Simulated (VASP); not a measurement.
Cu: single point with PBE

Cu:

```
CELL_PARAMETERS angstrom
0.00000 1.81458 1.81458
1.81458 0.00000 1.81458
1.81458 1.81458 0.00000
ATOMIC_POSITIONS crystal
Cu 0.00000 0.00000 0.00000
```

```yaml
Program: VASP 6.6.1
Task: single point
Functional: PBE
Potentials_or_basis: VASP PAW PBE potentials, release 64 (Cu)
Cutoff: 520 eV
k_mesh: 9 × 9 × 9
Occupations: fermi-dirac, width 0.1 eV
Spin: no spin polarisation
```

```yaml
Pressure: 0.6 GPa
```

Levels at points of the mesh, in eV from the Fermi level:
```csv
k point,band 2,band 3,band 4,band 5,band 6,band 7,band 8,band 9,band 10,band 11
"(0.00, 0.00, 0.00)",-3.06,-3.06,-3.06,-2.26,-2.26,22.43,24.98,24.98,24.98,27.46
```

Wall time 7 s on 1 thread of Intel Xeon 8259CL, with other jobs on the host, peak memory 0.09 GiB.
